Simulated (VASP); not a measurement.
Runs of VASP 6.6.1 on SiC (Moissanite 3C). The structure is that of space group F-43m (No. 216), or close to it. The cells are those of the table. 

```tsv
cell	gap on the mesh (eV)	pressure (GPa)
a = 3.122 Å, angles 60.0°, 2 atoms	(c)	-11.9
a = 3.142 Å, angles 60.0°, 2 atoms	(b)	(a)
a = 3.019 Å, angles 60.0°, 2 atoms	1.50	10.7
a = 3.082 Å, angles 60.0°, 2 atoms	1.54	-4.2
a = 3.040 Å, angles 60.0°, 2 atoms	1.51	5.2
```

Alike in all rows: task single point; level LDA; potentials or basis VASP PAW LDA potentials, release 64 (Si, C); no spin polarisation; k mesh 7 × 7 × 7; cutoff (eV) 600; smearing gaussian 0.01 eV.

**Question.** Fill in the values left out.

**Answer.** (a) -15.2; (b) 1.57; (c) 1.56.

A k mesh can miss the band edges.
